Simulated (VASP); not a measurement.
# Yb (Fm-3m) in VASP: notebook

The runs below take Yb through single point, relaxation of cell and atoms, with PBEsol.

Program: VASP 6.6.1. These are calculated values, not measurements. Logs are shortened: lines on timing, memory, paths and dates and some standing lists are left out, and cuts for length are marked.

## 1. The cell of the first run

The structure is cubic, space group Fm-3m (No. 225). The conventional cell has a = 4.356 Å, b = 4.356 Å, c = 4.356 Å, α = 90.00°, β = 90.00°, γ = 90.00°. Within 4.1 Å of Yb (site symmetry m-3m) lie 12 Yb at 3.08 Å.

## 2. Single point, PBEsol

The input, INCAR:

```
SYSTEM = Yb
PREC = Accurate
ENCUT = 600
EDIFF = 1E-6
ISMEAR = 1
SIGMA = 0.1
LREAL = .FALSE.
LASPH = .TRUE.
NELM = 200
ALGO = Normal
ISIF = 2
LWAVE = .FALSE.
LCHARG = .FALSE.
GGA = PS
NBANDS = 18
GGA_COMPAT = .FALSE.
LMAXMIX = 6
```

The input, KPOINTS:

```
regular mesh
0
G
  6 6 6
  0 0 0
```

The input, POSCAR:

```
Yb
1.0
    0.0000000000      2.1777920345      2.1777920345
    2.1777920345      0.0000000000      2.1777920345
    2.1777920345      2.1777920345      0.0000000000
Yb
1
Direct
    0.0000000000      0.0000000000      0.0000000000
```

Potentials or basis: VASP PAW PBE potentials, release 64 (Yb).

Started as:

```bash
cat potpaw_PBE.64/Yb/POTCAR > POTCAR
mpirun -np 1 vasp_std > vasp.out
```

OUTCAR:

```text
SYSTEM = Yb
   PREC = Accurate
   ENCUT = 600
   EDIFF = 1E-6
   ISMEAR = 1
   LREAL = .FALSE.
   LASPH = .TRUE.
   NELM = 200
   ISIF = 2
   GGA = PS

 ion  position               nearest neighbor table
   1  0.000  0.000  0.000-

  LATTYP: Found a face centered cubic cell.
 ALAT       =     4.3555840690

  Lattice vectors:

 A1 = (   0.0000000000,   2.1777920345,   2.1777920345)
 A2 = (   2.1777920345,   0.0000000000,   2.1777920345)
 A3 = (   2.1777920345,   2.1777920345,   0.0000000000)

Analysis of symmetry for initial positions (statically):
=====================================================================
 Subroutine PRICEL returns:
 Original cell was already a primitive cell.

 Routine SETGRP: Setting up the symmetry group for a
 face centered cubic supercell.

 Subroutine GETGRP returns: Found 48 space group operations
 (whereof 48 operations were pure point group operations)
 out of a pool of 48 trial point group operations.

The static configuration has the point symmetry O_h .

Analysis of symmetry for dynamics (positions and initial velocities):
=====================================================================
 Subroutine PRICEL returns:
 Original cell was already a primitive cell.

 Routine SETGRP: Setting up the symmetry group for a
 face centered cubic supercell.

 Subroutine GETGRP returns: Found 48 space group operations
 (whereof 48 operations were pure point group operations)
 out of a pool of 48 trial point group operations.

The dynamic configuration has the point symmetry O_h .

 Subroutine INISYM returns: Found 48 space group operations
 (whereof 48 operations are pure point group operations),
 and found     1 'primitive' translations

----------------------------------------------------------------------------------------

                                     Primitive cell

  volume of cell :      20.6576

  direct lattice vectors                    reciprocal lattice vectors
     0.000000000  2.177792034  2.177792034    -0.229590334  0.229590334  0.229590334
     2.177792034  0.000000000  2.177792034     0.229590334 -0.229590334  0.229590334
     2.177792034  2.177792034  0.000000000     0.229590334  0.229590334 -0.229590334

  length of vectors
     3.079863031  3.079863031  3.079863031     0.397662123  0.397662123  0.397662123

  position of ions in fractional coordinates (direct lattice)
     0.000000000  0.000000000  0.000000000

  ion indices of the primitive-cell ions
   primitive index   ion index
                 1           1

----------------------------------------------------------------------------------------

 KPOINTS: regular mesh

Automatic generation of k-mesh.
 Grid dimensions read from file:
 generate k-points for:    6    6    6

 Generating k-lattice:

  Cartesian coordinates                     Fractional coordinates (reciprocal lattice)
    -0.038265056  0.038265056  0.038265056     0.166666667  0.000000000  0.000000000
     0.038265056 -0.038265056  0.038265056     0.000000000  0.166666667  0.000000000
     0.038265056  0.038265056 -0.038265056     0.000000000  0.000000000  0.166666667

  Length of vectors
     0.066277020  0.066277020  0.066277020

  Shift w.r.t. Gamma in fractional coordinates (k-lattice)
     0.000000000  0.000000000  0.000000000

 Subroutine IBZKPT returns following result:
 ===========================================

 Found     16 irreducible k-points:

 Following reciprocal coordinates:
            Coordinates               Weight
  0.000000  0.000000  0.000000      1.000000
  0.166667  0.000000  0.000000      8.000000
  0.333333  0.000000  0.000000      8.000000
  0.500000  0.000000  0.000000      4.000000
  0.166667  0.166667  0.000000      6.000000
  0.333333  0.166667  0.000000     24.000000
[... 8 lines left out ...]
 -0.333333  0.333333  0.166667     24.000000
 -0.333333  0.500000  0.166667     12.000000
   k-points           NKPTS =     16   k-points in BZ     NKDIM =     16   number of bands    NBANDS=     18
   number of dos      NEDOS =    301   number of ions     NIONS =      1
   total plane-waves  NPLWV =  21952
   dimension x,y,z NGX =    28 NGY =   28 NGZ =   28
   dimension x,y,z NGXF=    56 NGYF=   56 NGZF=   56
   ions per type =               1
   NGX,Y,Z   is equivalent  to a cutoff of  15.11, 15.11, 15.11 a.u.
   NGXF,Y,Z  is equivalent  to a cutoff of  30.23, 30.23, 30.23 a.u.
 SYSTEM =  Yb
   PREC   = accura    normal or accurate (medium, high low for compatibility)
   ISTART =      0    job   : 0-new  1-cont  2-samecut
   ICHARG =      2    charge: 1-file 2-atom 10-const
   ISPIN  =      1    spin polarized calculation?
   LNONCOLLINEAR =      F non collinear calculations
   LSORBIT =      F    spin-orbit coupling
   LASPH  =      T    aspherical Exc in radial PAW
   ENCUT  =  600.0 eV  44.10 Ry    6.64 a.u.   6.15  6.15  6.15*2*pi/ulx,y,z
   NELM   =    200;   NELMIN=  2; NELMDL= -5     # of ELM steps
   EDIFF  = 0.1E-05   stopping-criterion for ELM
   LREAL  =      F    real-space projection
   EDIFFG = 0.1E-04   stopping-criterion for IOM
   NSW    =      0    number of steps for IOM
   IBRION =     -1    ionic relax: 0-MD 1-quasi-New 2-CG
   NFREE  =      0    steps in history (QN), initial steepest desc. (CG)
   ISIF   =      2    stress and relaxation
   ISYM   =      2    0-nonsym 1-usesym 2-fastsym
   POTIM  = 0.5000    time-step for ionic-motion
   TEBEG  =    0.0;   TEEND  =   0.0 temperature during run
   PSTRESS=    0.0 pullay stress
   NELECT =      24.0000    total number of electrons
   NUPDOWN=      -1.0000    fix difference up-down
   EMIN   =  10.00;   EMAX   =-10.00  energy-range for DOS
   EFERMI =   0.00;   METHOD = LEGACY
   ISMEAR =     1;   SIGMA  =   0.10  broadening in eV -4-tet -1-fermi 0-gaus
   EFERMI_NEDOS =   21; number of points for ismear=-14 and -15
   IALGO  =     38    algorithm
   IMIX   =      4    mixing-type and parameters
     AMIX     =   0.40;   BMIX     =  1.00
     AMIX_MAG =   1.60;   BMIX_MAG =  1.00
  volume/ion in A,a.u.               =      20.66       139.40
  Fermi-wavevector in a.u.,A,eV,Ry     =   1.721018  3.252253 40.299154  2.961904
  Thomas-Fermi vector in A             =   2.797349
   LORBIT       =      0    0 simple, 1 ext, 2 COOP (PROOUT), +10 PAW based schemes
   GGA     = PS    functional components
   LHFCALC =     F    Hartree Fock is set to
   AEXX    =    0.0000 exact exchange contribution
   IVDW    =     0    specifies the selected vdW correction
   LEPSILON=     F    determine dielectric tensor
   LRPA    =     F    only Hartree local field effects (RPA)
 non-spin polarized calculation
 Methfessel and Paxton  Order N= 1 SIGMA  =   0.10
  energy-cutoff  :      600.00
  volume of cell :       20.66
 maximum number of plane-waves:       701
 NGX is ok and might be reduce to    28
   NGX = 13   NGY = 13   NGZ = 13

 number of electron      24.0000004 magnetization

 Free energy of the ion-electron system (eV)
  ---------------------------------------------------
  ext. energy  EPLUGINS =         0.00000000
  ---------------------------------------------------
  free energy    TOTEN  =        -3.36743047 eV

  energy without entropy =       -3.36807066  energy(sigma->0) =       -3.36764387

 E-fermi :   3.4886     XC(G=0): -12.4083

 val. band max:        3.4647149171   @ k =  -0.3333   0.3333   0.0000
 cond. band min:       3.5230161108   @ k =   0.3333   0.3333   0.0000
 fundamental gap:      0.0583011937
 Fermi energy:         3.4886288648

 k-point     1 :       0.0000    0.0000    0.0000
  band No.  band energies     occupation
      1     -48.0758      2.00000
      2     -19.4886      2.00000
      3     -19.4886      2.00000
      4     -19.4886      2.00000
      5      -2.6192      2.00000
      6       2.4650      2.00000
[... 10 lines left out ...]
     17      10.5345      0.00000
     18      15.8642      0.00000

 k-point     2 :       0.1667    0.0000    0.0000
  band No.  band energies     occupation
      1     -48.0302      2.00000
      2     -19.9988      2.00000
      3     -19.5464      2.00000
      4     -19.5464      2.00000
      5      -1.4729      2.00000
      6       2.4668      2.00000
[... 10 lines left out ...]
     17      10.0713      0.00000
     18      17.0328      0.00000

 k-point     3 :       0.3333    0.0000    0.0000
  band No.  band energies     occupation
      1     -47.9377      2.00000
      2     -20.9084      2.00000
      3     -19.6598      2.00000
      4     -19.6598      2.00000
      5       0.4585      2.00000
      6       2.5522      2.00000
[... 10 lines left out ...]
     17      11.5235      0.00000
     18      15.2390      0.00000

 k-point     4 :       0.5000    0.0000    0.0000
  band No.  band energies     occupation
      1     -47.8908      2.00000
      2     -21.3209      2.00000
      3     -19.7153      2.00000
      4     -19.7153      2.00000
      5       0.9244      2.00000
      6       2.5056      2.00000
[... 10 lines left out ...]
     17      13.4282      0.00000
     18      15.4411      0.00000

 k-point     5 :       0.1667    0.1667    0.0000
  band No.  band energies     occupation
      1     -48.0151      2.00000
      2     -19.9861      2.00000
      3     -19.6540      2.00000
      4     -19.6540      2.00000
      5      -1.0907      2.00000
      6       2.4496      2.00000
[... 10 lines left out ...]
     17      11.1528      0.00000
     18      18.9069      0.00000

 k-point     6 :       0.3333    0.1667    0.0000
  band No.  band energies     occupation
      1     -47.9382      2.00000
      2     -20.6523      2.00000
      3     -19.8036      2.00000
      4     -19.7906      2.00000
      5       0.7259      2.00000
      6       2.5116      2.00000
[... 139 lines left out ...]
 k-point    13 :       0.5000    0.5000    0.0000
  band No.  band energies     occupation
      1     -47.8305      2.00000
      2     -21.1839      2.00000
      3     -20.1266      2.00000
      4     -20.1266      2.00000
      5       0.8480      2.00000
      6       2.2952      2.00000
[... 10 lines left out ...]
     17      14.3524      0.00000
     18      15.8508      0.00000

 k-point    14 :       0.5000    0.3333    0.1667
  band No.  band energies     occupation
      1     -47.8764      2.00000
      2     -20.8706      2.00000
      3     -20.2300      2.00000
      4     -19.8832      2.00000
      5       2.0980      2.00000
      6       2.5841      2.00000
[... 10 lines left out ...]
     17      14.6344      0.00000
     18      17.4890      0.00000

 k-point    15 :      -0.3333    0.3333    0.1667
  band No.  band energies     occupation
      1     -47.8452      2.00000
      2     -20.9121      2.00000
      3     -20.4535      2.00000
      4     -19.9865      2.00000
      5       2.3924      2.00000
      6       2.5800      2.00000
[... 10 lines left out ...]
     17      15.4698      0.00000
     18      15.5794      0.00000

 k-point    16 :      -0.3333    0.5000    0.1667
  band No.  band energies     occupation
      1     -47.8301      2.00000
      2     -20.9378      2.00000
      3     -20.4106      2.00000
      4     -20.1610      2.00000
      5       1.8870      2.00000
      6       2.6486      2.00000
[... 10 lines left out ...]
     17      15.8164      0.00000
     18      16.2065      0.00000

------------------------ aborting loop because EDIFF is reached ----------------------------------------

  FORCE on cell =-STRESS in cart. coord.  units (eV):
  Direction    XX          YY          ZZ          XY          YZ          ZX
  --------------------------------------------------------------------------------------
  -------------------------------------------------------------------------------------
  Total        2.5016359      2.5016359      2.5016359      0.0000000      0.0000000      0.0000000
  in kB      194.0240114    194.0240114    194.0240114      0.0000000      0.0000000      0.0000000
  external PRESSURE =     194.0240114 kB  Pullay stress =       0.0000000 kB

 VOLUME and BASIS-vectors are now :
 -----------------------------------------------------------------------------
  energy-cutoff  :      600.00
  volume of cell :       20.66
      direct lattice vectors                 reciprocal lattice vectors
     0.000000000  2.177792034  2.177792034    -0.229590334  0.229590334  0.229590334
     2.177792034  0.000000000  2.177792034     0.229590334 -0.229590334  0.229590334
     2.177792034  2.177792034  0.000000000     0.229590334  0.229590334 -0.229590334

 POSITION                                       TOTAL-FORCE (eV/Angst)
 -----------------------------------------------------------------------------------
      0.00000      0.00000      0.00000         0.000000     -0.000000      0.000000
 -----------------------------------------------------------------------------------
    total drift:                               -0.000000     -0.000000     -0.000000

  FREE ENERGIE OF THE ION-ELECTRON SYSTEM (eV)
  ---------------------------------------------------
  free  energy   TOTEN  =        -3.3674304745 eV

  energy  without entropy=       -3.3680706560  energy(sigma->0) =       -3.36764387
```

Wall time 21 s (1 thread of AMD EPYC 7R13 (Zen 3), shared host); peak memory 0.14 GiB.

What came out:

| Property | Result |
| --- | --- |
| Free energy | -3.3674 eV |
| Pressure | 19.4 GPa |
| Band gap on the k mesh | zero (bands 12 and 13 overlap by 0.70 eV) |

Levels at points of the mesh, in eV from the Fermi level:
```csv
k point,band 8,band 9,band 10,band 11,band 12,band 13,band 14,band 15,band 16,band 17
"(0.00, 0.00, 0.00)",-0.79,-0.79,-0.48,-0.48,-0.48,3.31,3.31,3.31,7.05,7.05
"(0.50, 0.00, 0.00)",-0.78,-0.66,-0.55,-0.55,-0.47,2.81,2.91,2.91,9.94,9.94
"(0.50, 0.50, 0.00)",-0.73,-0.73,-0.69,-0.59,-0.59,-0.58,5.20,10.01,10.86,10.86
```

Caveat: the k points lie up to 0.42 Å⁻¹ apart, too coarse for converged energies and pressures of a metal; the PAW data sets were made with another functional, which shifts forces and pressure a little; spin-orbit coupling is left out, which moves the levels of the heavy elements.

## 3. Single point, PBEsol

This run uses another cell than the first one, of 32.64 Å³/atom.

The input, INCAR:

```
SYSTEM = Yb
PREC = Accurate ; ENCUT = 600
EDIFF = 1E-6 ; ISMEAR = 1
SIGMA = 0.1 ; LREAL = .False.
LASPH = .True. ; NELM = 200
ALGO = Normal ; ISIF = 2
LWAVE = .False. ; LCHARG = .False.
GGA = PS ; NBANDS = 18
GGA_COMPAT = .False. ; LMAXMIX = 6
```

The input, KPOINTS:

```
regular mesh
0
Gamma
  6 6 6
  0 0 0
```

The input, POSCAR:

```
Yb
1.0
    0.0000000000      2.5366009925      2.5366009925
    2.5366009925      0.0000000000      2.5366009925
    2.5366009925      2.5366009925      0.0000000000
Yb
1
Direct
    0.0000000000      0.0000000000      0.0000000000
```

Potentials or basis: VASP PAW PBE potentials, release 64 (Yb).

Started as:

```bash
cat potpaw_PBE.64/Yb/POTCAR > POTCAR
mpirun -np 1 vasp_std > vasp.out
```

It took 25 s on 1 thread of AMD EPYC 7R13 (Zen 3), shared host; peak memory 0.15 GiB.

Results (log left out):

```
Free energy            : -3.8930 eV
Pressure               : 0.2 GPa
Band gap on the k mesh : zero (bands 12 and 13 overlap by 0.07 eV)
```

Levels at points of the mesh, in eV from the Fermi level:
```
           k point  band 9  band 10  band 11  band 12  band 13  band 14  band 15  band 16
(0.00, 0.00, 0.00)   -0.46    -0.34    -0.34    -0.34     2.91     2.91     2.91     5.25
(0.50, 0.00, 0.00)   -0.47    -0.36    -0.36    -0.33     0.59     2.67     2.67     6.99
(0.50, 0.50, 0.00)   -0.45    -0.39    -0.38    -0.38    -0.09     2.08     7.01     7.51
```

Caveat: the PAW data sets were made with another functional, which shifts forces and pressure a little; spin-orbit coupling is left out, which moves the levels of the heavy elements.

## 4. Relaxation of cell and atoms, PBEsol

This run uses another cell than the first one, of 41.37 Å³/atom.

The input, INCAR:

```
SYSTEM = Yb
ALGO     = Normal         ! electronic algorithm
EDIFF    = 1E-7           ! SCF threshold, eV
EDIFFG   = -0.01          ! ionic threshold
ENCUT    = 600            ! plane-wave cutoff, eV
GGA      = PS             ! functional
GGA_COMPAT= .FALSE.      
IBRION   = 2              ! ionic algorithm
ISIF     = 3              ! what is computed and relaxed
ISMEAR   = 1              ! smearing method
LASPH    = .TRUE.         ! aspherical terms in the spheres
LCHARG   = .FALSE.        ! write CHGCAR
LMAXMIX  = 6              ! l up to which the mixer works
LREAL    = .FALSE.        ! projectors in reciprocal space
LWAVE    = .FALSE.        ! write WAVECAR
NELM     = 200            ! most SCF steps
NELMIN   = 4            
NSW      = 80             ! ionic steps
PREC     = Accurate       ! precision mode
SIGMA    = 0.1            ! smearing width, eV
```

The input, KPOINTS:

```
k-points
0
G
  6 6 6
  0 0 0
```

The input, POSCAR:

```
Yb
1.0
    0.0000000000      2.7450000000      2.7450000000
    2.7450000000      0.0000000000      2.7450000000
    2.7450000000      2.7450000000      0.0000000000
Yb
1
Direct
    0.0000000000      0.0000000000      0.0000000000
```

Started as:

```bash
cat potpaw_PBE.64/Yb/POTCAR > POTCAR
mpirun -np 1 vasp_std > vasp.out
```

Run time: 6 min. Hardware: 1 thread of AMD EPYC 7R13 (Zen 3), shared host; peak memory 0.17 GiB.

It converged, with:

| Quantity | Value |
| --- | --- |
| Free energy | -3.8967 eV |
| Relaxed volume | 32.46 Å³/atom |
| Relaxed cell | a = 3.581 Å, b = 3.581 Å, c = 3.581 Å, α = 60.00°, β = 60.00°, γ = 60.00° |
| Space group after relaxing (to 0.1 Å) | Fm-3m (No. 225) |
| Energy gained by relaxing | 120.1 meV/atom |
| Ionic steps | 9 |
| Pressure after relaxing | 0.0 GPa |
| Band gap on the k mesh | zero (bands 12 and 13 overlap by 0.09 eV) |

The path:
| step | energy change (eV) | largest force (eV/Å) | pressure (GPa) | volume (Å³) |
| --- | --- | --- | --- | --- |
| 1 | 0.0000 | 0.0000 | -3.80 | 41.37 |
| 2 | -0.0994 | 0.0000 | -1.82 | 35.77 |
| 3 | -0.1201 | 0.0000 | -0.36 | 32.50 |
| 4 | -0.1193 | 0.0000 | 0.89 | 31.81 |
| 5 | -0.1201 | 0.0000 | -0.24 | 32.30 |
| 6 | -0.1198 | 0.0000 | 0.23 | 32.05 |
| 7 | -0.1201 | 0.0000 | 0.20 | 32.30 |
| 8 | -0.1191 | 0.0000 | -0.70 | 33.05 |
| 9 | -0.1201 | 0.0000 | -0.02 | 32.46 |

Final structure:
```
Yb
1.0
     0.00000    2.53195    2.53195
     2.53195    0.00000    2.53195
     2.53195    2.53195    0.00000
Yb
1
Cartesian
  0.0000 0.0000 0.0000
```

Levels at points of the mesh, in eV from the Fermi level:
```tsv
k point	band 9	band 10	band 11	band 12	band 13	band 14	band 15	band 16
(0.00, 0.00, 0.00)	-0.47	-0.34	-0.34	-0.34	2.91	2.91	2.91	5.27
(0.50, 0.00, 0.00)	-0.47	-0.37	-0.37	-0.34	0.61	2.67	2.67	7.01
(0.50, 0.50, 0.00)	-0.46	-0.39	-0.39	-0.39	-0.11	2.10	7.04	7.54
```

Caveat: the volume moved by over 15 % at a fixed basis, so the end points are rough; the PAW data sets were made with another functional, which shifts forces and pressure a little; spin-orbit coupling is left out, which moves the levels of the heavy elements.

## 5. The runs side by side

| task | cell | gap on the mesh (eV) | pressure (GPa) |
| --- | --- | --- | --- |
| single point | a = 3.080 Å, angles 60.0°, 1 atom | none | 19.4 |
| single point | a = 3.587 Å, angles 60.0°, 1 atom | none | 0.2 |
| relaxation of cell and atoms | relaxed from a = 3.882 Å, angles 60.0°, 1 atom | none | 0.0 |

Alike in all rows: level PBEsol; potentials or basis VASP PAW PBE potentials, release 64 (Yb); no spin polarisation; k mesh 6 × 6 × 6; cutoff (eV) 600; smearing methfessel-paxton 0.1 eV.

Caveats: some runs use coarse meshes; the PAW data sets were made with another functional, which shifts forces and pressure a little; spin-orbit coupling is left out, which moves the levels of the heavy elements; the volume moved by over 15 % at a fixed basis, so the end points are rough (at least some runs).

Absolute energies hang on the potentials; compare differences alone.

The gap in the log of VASP goes by the Fermi energy; the results here count the filled bands.